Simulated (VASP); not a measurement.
# LiCl (Fm-3m) in VASP: further runs

The runs below take LiCl through single point, with PBE.

Everything below comes from runs of VASP 6.6.1. Logs are shortened: lines on timing, memory, paths and dates and some standing lists are left out, and cuts for length are marked.

**1. The cell of the first run**

It takes space group Fm-3m (No. 225, cubic). The conventional cell has a = 4.873 Å, b = 4.873 Å, c = 4.873 Å, α = 90.00°, β = 90.00°, γ = 90.00°. Within 3.2 Å of Li (site symmetry m-3m) lie 6 Cl at 2.44 Å. Within 3.2 Å of Cl (site symmetry m-3m) lie 6 Li at 2.44 Å.

**2. Single point, PBE (strain -0.050 along x and y, -0.050 along z)**

File INCAR:

```
SYSTEM = LiCl
  ALGO = Normal
  EDIFF = 1E-7
  ENCUT = 520
  GGA = PE
  ISIF = 2
  ISMEAR = 0
  LASPH = .TRUE.
  LCHARG = .FALSE.
  LREAL = .FALSE.
  LWAVE = .FALSE.
  NBANDS = 12
  NELM = 80
  PREC = Accurate
  SIGMA = 0.05
```

File KPOINTS:

```
k-points
0
G
  8 8 8
  0 0 0
```

File POSCAR:

```
LiCl
1.0
    0.0000000000      2.4365220000      2.4365220000
    2.4365220000      0.0000000000      2.4365220000
    2.4365220000      2.4365220000      0.0000000000
Li Cl
1 1
Direct
    0.0000000000      0.0000000000      0.0000000000
    0.5000000000      0.5000000000      0.5000000000
```

Potentials or basis: VASP PAW PBE potentials, release 64 (Li_sv, Cl).

Started as:

```
cat potpaw_PBE.64/Li_sv/POTCAR potpaw_PBE.64/Cl/POTCAR > POTCAR
mpirun -np 1 vasp_std > vasp.out
```

OUTCAR:

```text
SYSTEM = LiCl
   EDIFF = 1E-7
   ENCUT = 520
   GGA = PE
   ISIF = 2
   ISMEAR = 0
   LASPH = .TRUE.
   LREAL = .FALSE.
   NELM = 80
   PREC = Accurate

 ion  position               nearest neighbor table
   1  0.000  0.000  0.000-   2 2.44   2 2.44   2 2.44   2 2.44   2 2.44   2 2.44
   2  0.500  0.500  0.500-   1 2.44   1 2.44   1 2.44   1 2.44   1 2.44   1 2.44

  LATTYP: Found a face centered cubic cell.
 ALAT       =     4.8730440000

  Lattice vectors:

 A1 = (   0.0000000000,   2.4365220000,   2.4365220000)
 A2 = (   2.4365220000,   0.0000000000,   2.4365220000)
 A3 = (   2.4365220000,   2.4365220000,   0.0000000000)

Analysis of symmetry for initial positions (statically):
=====================================================================
 Subroutine PRICEL returns:
 Original cell was already a primitive cell.

 Routine SETGRP: Setting up the symmetry group for a
 face centered cubic supercell.

 Subroutine GETGRP returns: Found 48 space group operations
 (whereof 48 operations were pure point group operations)
 out of a pool of 48 trial point group operations.

The static configuration has the point symmetry O_h .

Analysis of symmetry for dynamics (positions and initial velocities):
=====================================================================
 Subroutine PRICEL returns:
 Original cell was already a primitive cell.

 Routine SETGRP: Setting up the symmetry group for a
 face centered cubic supercell.

 Subroutine GETGRP returns: Found 48 space group operations
 (whereof 48 operations were pure point group operations)
 out of a pool of 48 trial point group operations.

The dynamic configuration has the point symmetry O_h .

 Subroutine INISYM returns: Found 48 space group operations
 (whereof 48 operations are pure point group operations),
 and found     1 'primitive' translations

----------------------------------------------------------------------------------------

                                     Primitive cell

  volume of cell :      28.9295

  direct lattice vectors                    reciprocal lattice vectors
     0.000000000  2.436522000  2.436522000    -0.205210542  0.205210542  0.205210542
     2.436522000  0.000000000  2.436522000     0.205210542 -0.205210542  0.205210542
     2.436522000  2.436522000  0.000000000     0.205210542  0.205210542 -0.205210542

  length of vectors
     3.445762457  3.445762457  3.445762457     0.355435085  0.355435085  0.355435085

  position of ions in fractional coordinates (direct lattice)
     0.000000000  0.000000000  0.000000000
     0.500000000  0.500000000  0.500000000

  ion indices of the primitive-cell ions
   primitive index   ion index
                 1           1
                 2           2

----------------------------------------------------------------------------------------

 KPOINTS: k-points

Automatic generation of k-mesh.
 Grid dimensions read from file:
 generate k-points for:    8    8    8

 Generating k-lattice:

  Cartesian coordinates                     Fractional coordinates (reciprocal lattice)
    -0.025651318  0.025651318  0.025651318     0.125000000  0.000000000  0.000000000
     0.025651318 -0.025651318  0.025651318     0.000000000  0.125000000  0.000000000
     0.025651318  0.025651318 -0.025651318     0.000000000  0.000000000  0.125000000

  Length of vectors
     0.044429386  0.044429386  0.044429386

  Shift w.r.t. Gamma in fractional coordinates (k-lattice)
     0.000000000  0.000000000  0.000000000

 Subroutine IBZKPT returns following result:
 ===========================================

 Found     29 irreducible k-points:

 Following reciprocal coordinates:
            Coordinates               Weight
  0.000000  0.000000  0.000000      1.000000
  0.125000  0.000000  0.000000      8.000000
  0.250000  0.000000  0.000000      8.000000
  0.375000  0.000000  0.000000      8.000000
  0.500000  0.000000  0.000000      4.000000
  0.125000  0.125000  0.000000      6.000000
[... 16 lines left out ...]
  0.500000  0.250000  0.125000     48.000000
 -0.375000  0.250000  0.125000     24.000000
 [... further k-points ...]
   k-points           NKPTS =     29   k-points in BZ     NKDIM =     29   number of bands    NBANDS=     12
   number of dos      NEDOS =    301   number of ions     NIONS =      2
   total plane-waves  NPLWV =  21952
   dimension x,y,z NGX =    28 NGY =   28 NGZ =   28
   dimension x,y,z NGXF=    56 NGYF=   56 NGZF=   56
   ions per type =               1   1
   NGX,Y,Z   is equivalent  to a cutoff of  13.51, 13.51, 13.51 a.u.
   NGXF,Y,Z  is equivalent  to a cutoff of  27.02, 27.02, 27.02 a.u.
 SYSTEM =  LiCl
   PREC   = accura    normal or accurate (medium, high low for compatibility)
   ISTART =      0    job   : 0-new  1-cont  2-samecut
   ICHARG =      2    charge: 1-file 2-atom 10-const
   ISPIN  =      1    spin polarized calculation?
   LNONCOLLINEAR =      F non collinear calculations
   LSORBIT =      F    spin-orbit coupling
   LASPH  =      T    aspherical Exc in radial PAW
   ENCUT  =  520.0 eV  38.22 Ry    6.18 a.u.   6.41  6.41  6.41*2*pi/ulx,y,z
   NELM   =     80;   NELMIN=  2; NELMDL= -5     # of ELM steps
   EDIFF  = 0.1E-06   stopping-criterion for ELM
   LREAL  =      F    real-space projection
   EDIFFG = 0.1E-05   stopping-criterion for IOM
   NSW    =      0    number of steps for IOM
   IBRION =     -1    ionic relax: 0-MD 1-quasi-New 2-CG
   NFREE  =      0    steps in history (QN), initial steepest desc. (CG)
   ISIF   =      2    stress and relaxation
   ISYM   =      2    0-nonsym 1-usesym 2-fastsym
   POTIM  = 0.5000    time-step for ionic-motion
   TEBEG  =    0.0;   TEEND  =   0.0 temperature during run
   PSTRESS=    0.0 pullay stress
   NELECT =      10.0000    total number of electrons
   NUPDOWN=      -1.0000    fix difference up-down
   EMIN   =  10.00;   EMAX   =-10.00  energy-range for DOS
   EFERMI =   0.00;   METHOD = LEGACY
   ISMEAR =     0;   SIGMA  =   0.05  broadening in eV -4-tet -1-fermi 0-gaus
   EFERMI_NEDOS =   21; number of points for ismear=-14 and -15
   IALGO  =     38    algorithm
   IMIX   =      4    mixing-type and parameters
     AMIX     =   0.40;   BMIX     =  1.00
     AMIX_MAG =   1.60;   BMIX_MAG =  1.00
  volume/ion in A,a.u.               =      14.46        97.61
  Fermi-wavevector in a.u.,A,eV,Ry     =   1.148932  2.171168 17.960313  1.320046
  Thomas-Fermi vector in A             =   2.285605
   LORBIT       =      0    0 simple, 1 ext, 2 COOP (PROOUT), +10 PAW based schemes
   GGA     = PE    functional components
   LHFCALC =     F    Hartree Fock is set to
   AEXX    =    0.0000 exact exchange contribution
   IVDW    =     0    specifies the selected vdW correction
   LEPSILON=     F    determine dielectric tensor
   LRPA    =     F    only Hartree local field effects (RPA)
 non-spin polarized calculation
 Gauss-broadening in eV      SIGMA  =   0.05
  energy-cutoff  :      520.00
  volume of cell :       28.93
 maximum number of plane-waves:       791
 NGX is ok and might be reduce to    28
   NGX = 13   NGY = 13   NGZ = 13

 number of electron      10.0000007 magnetization

 Free energy of the ion-electron system (eV)
  ---------------------------------------------------
  ext. energy  EPLUGINS =         0.00000000
  ---------------------------------------------------
  free energy    TOTEN  =        -7.28076997 eV

  energy without entropy =       -7.28076997  energy(sigma->0) =       -7.28076997

 E-fermi :   2.1026     XC(G=0):  -9.4126

 val. band max:        1.8531610457   @ k =   0.0000   0.0000   0.0000
 cond. band min:       8.7570861667   @ k =   0.5000   0.0000   0.0000
 fundamental gap:      6.9039251210
 Fermi energy:         2.1025732951

 k-point     1 :       0.0000    0.0000    0.0000
  band No.  band energies     occupation
      1     -41.4638      2.00000
      2     -12.1583      2.00000
      3       1.8532      2.00000
      4       1.8532      2.00000
      5       1.8532      2.00000
      6       9.1900      0.00000
      7      13.8814      0.00000
      8      13.8814      0.00000
      9      13.8814      0.00000
     10      16.8799      0.00000
     11      16.8799      0.00000
     12      17.3100      0.00000

 k-point     2 :       0.1250    0.0000    0.0000
  band No.  band energies     occupation
      1     -41.4631      2.00000
      2     -12.0556      2.00000
      3       1.2092      2.00000
      4       1.7989      2.00000
      5       1.7989      2.00000
      6       9.6308      0.00000
      7      13.1896      0.00000
      8      13.8797      0.00000
      9      13.8797      0.00000
     10      15.3152      0.00000
     11      15.3152      0.00000
     12      17.7832      0.00000

 k-point     3 :       0.2500    0.0000    0.0000
  band No.  band energies     occupation
      1     -41.4609      2.00000
      2     -11.7893      2.00000
      3      -0.0901      2.00000
      4       1.6767      2.00000
      5       1.6767      2.00000
      6       9.6354      0.00000
      7      12.7089      0.00000
      8      12.7089      0.00000
      9      13.5978      0.00000
     10      16.1708      0.00000
     11      16.1708      0.00000
     12      18.4467      0.00000

 k-point     4 :       0.3750    0.0000    0.0000
  band No.  band energies     occupation
      1     -41.4587      2.00000
      2     -11.4915      2.00000
      3      -1.2063      2.00000
      4       1.5654      2.00000
      5       1.5654      2.00000
      6       9.0232      0.00000
      7      11.7220      0.00000
      8      11.7220      0.00000
      9      15.3984      0.00000
     10      18.1400      0.00000
     11      18.1400      0.00000
     12      19.1970      0.00000

 k-point     5 :       0.5000    0.0000    0.0000
  band No.  band energies     occupation
      1     -41.4579      2.00000
      2     -11.3566      2.00000
      3      -1.6405      2.00000
      4       1.5221      2.00000
      5       1.5221      2.00000
      6       8.7571      0.00000
      7      11.3786      0.00000
      8      11.3786      0.00000
      9      16.5200      0.00000
     10      19.6666      0.00000
     11      19.6666      0.00000
     12      19.8408      0.00000
[... 228 lines left out ...]
      1     -41.4561      2.00000
      2     -10.9825      2.00000
      3      -1.8176      2.00000
      4       0.4310      2.00000
      5       0.4310      2.00000
      6       9.8555      0.00000
      7      10.0707      0.00000
      8      15.6982      0.00000
      9      17.2049      0.00000
     10      17.2049      0.00000
     11      19.5471      0.00000
     12      21.2637      0.00000

 k-point    22 :       0.3750    0.2500    0.1250
  band No.  band energies     occupation
      1     -41.4594      2.00000
      2     -11.5651      2.00000
      3      -0.3386      2.00000
      4       0.7167      2.00000
      5       1.4140      2.00000
      6      11.0990      0.00000
      7      11.7211      0.00000
      8      11.7266      0.00000
      9      14.2353      0.00000
     10      15.4345      0.00000
     11      19.0469      0.00000
     12      19.9505      0.00000

 k-point    23 :       0.5000    0.2500    0.1250
  band No.  band energies     occupation
      1     -41.4577      2.00000
      2     -11.3025      2.00000
      3      -1.0272      2.00000
      4       0.2786      2.00000
      5       1.2124      2.00000
      6      10.6374      0.00000
      7      11.4283      0.00000
      8      12.5609      0.00000
      9      14.0720      0.00000
     10      17.0393      0.00000
     11      20.2880      0.00000
     12      20.8468      0.00000

 k-point    24 :      -0.3750    0.2500    0.1250
  band No.  band energies     occupation
      1     -41.4570      2.00000
      2     -11.1850      2.00000
      3      -1.3383      2.00000
      4       0.1621      2.00000
      5       1.0999      2.00000
      6      10.3773      0.00000
      7      11.3942      0.00000
      8      12.7474      0.00000
      9      14.6193      0.00000
     10      18.1188      0.00000
     11      19.1164      0.00000
     12      21.0626      0.00000

 [... further k-points ...]

------------------------ aborting loop because EDIFF is reached ----------------------------------------

  FORCE on cell =-STRESS in cart. coord.  units (eV):
  Direction    XX          YY          ZZ          XY          YZ          ZX
  --------------------------------------------------------------------------------------
  -------------------------------------------------------------------------------------
  Total        1.3336980      1.3336980      1.3336980      0.0000000     -0.0000000     -0.0000000
  in kB       73.8630226     73.8630226     73.8630226      0.0000000     -0.0000000     -0.0000000
  external PRESSURE =      73.8630226 kB  Pullay stress =       0.0000000 kB

 VOLUME and BASIS-vectors are now :
 -----------------------------------------------------------------------------
  energy-cutoff  :      520.00
  volume of cell :       28.93
      direct lattice vectors                 reciprocal lattice vectors
     0.000000000  2.436522000  2.436522000    -0.205210542  0.205210542  0.205210542
     2.436522000  0.000000000  2.436522000     0.205210542 -0.205210542  0.205210542
     2.436522000  2.436522000  0.000000000     0.205210542  0.205210542 -0.205210542

 POSITION                                       TOTAL-FORCE (eV/Angst)
 -----------------------------------------------------------------------------------
      0.00000      0.00000      0.00000        -0.000000     -0.000000     -0.000000
      2.43652      2.43652      2.43652         0.000000      0.000000      0.000000
 -----------------------------------------------------------------------------------
    total drift:                                0.000000      0.000000      0.000000

  FREE ENERGIE OF THE ION-ELECTRON SYSTEM (eV)
  ---------------------------------------------------
  free  energy   TOTEN  =        -7.2807699685 eV

  energy  without entropy=       -7.2807699685  energy(sigma->0) =       -7.28076997
```

It took 22 s on 1 thread of Intel Xeon Platinum 8259CL at 2.50GHz (Skylake/Cascade Lake), shared host; peak memory 0.15 GiB.

Results:

| Quantity | Value |
| --- | --- |
| Free energy | -7.2808 eV |
| Band gap on the k mesh | 6.90 eV (least direct gap 7.24 eV) |

Caveat: the cell differs from its parent crystal (strain -0.050 along x and y, -0.050 along z); the cutoff is under 1.25 times the usual one of these potentials, so pressure, stress and relaxed cells hold a basis-set (Pulay) error.

**3. Single point, PBE (strain -0.025 along x and y, -0.025 along z)**

File INCAR:

```
ALGO = Normal
EDIFF = 1E-6
ENCUT = 520
GGA = PE
ISIF = 2
ISMEAR = 0
LASPH = True
LCHARG = False
LREAL = False
LWAVE = False
NBANDS = 12
NELM = 80
PREC = Accurate
SIGMA = 0.05
```

File KPOINTS:

```
k-points
0
Gamma
  8 8 8
```

File POSCAR:

```
LiCl
1.0
    0.0000000000      2.5006410000      2.5006410000
    2.5006410000      0.0000000000      2.5006410000
    2.5006410000      2.5006410000      0.0000000000
Li Cl
1 1
Direct
    0.0000000000      0.0000000000      0.0000000000
    0.5000000000      0.5000000000      0.5000000000
```

Potentials or basis: VASP PAW PBE potentials, release 64 (Li_sv, Cl).

Started as:

```
cat potpaw_PBE.64/Li_sv/POTCAR potpaw_PBE.64/Cl/POTCAR > POTCAR
mpirun -np 1 vasp_std > vasp.out
```

Wall time 15 s (1 thread of Intel Xeon Platinum 8259CL at 2.50GHz (Skylake/Cascade Lake), shared host); peak memory 0.15 GiB.

It converged, with:

```yaml
Free_energy: -7.3584 eV
Band_gap_on_the_k_mesh: 6.80 eV
```

Levels at points of the mesh, in eV from the valence-band top:
```tsv
k point	band 3	band 4	band 5	band 6	band 7	band 8
(0.00, 0.00, 0.00)	0.00	0.00	0.00	6.80	11.99	11.99
(0.50, 0.00, 0.00)	-3.13	-0.29	-0.29	6.83	9.53	9.53
(0.50, 0.50, 0.00)	-3.26	-1.25	-1.25	8.05	8.17	13.11
```

Caveat: the cell differs from its parent crystal (strain -0.025 along x and y, -0.025 along z); the cutoff is under 1.25 times the usual one of these potentials, so pressure, stress and relaxed cells hold a basis-set (Pulay) error. A k mesh can miss the band edges.
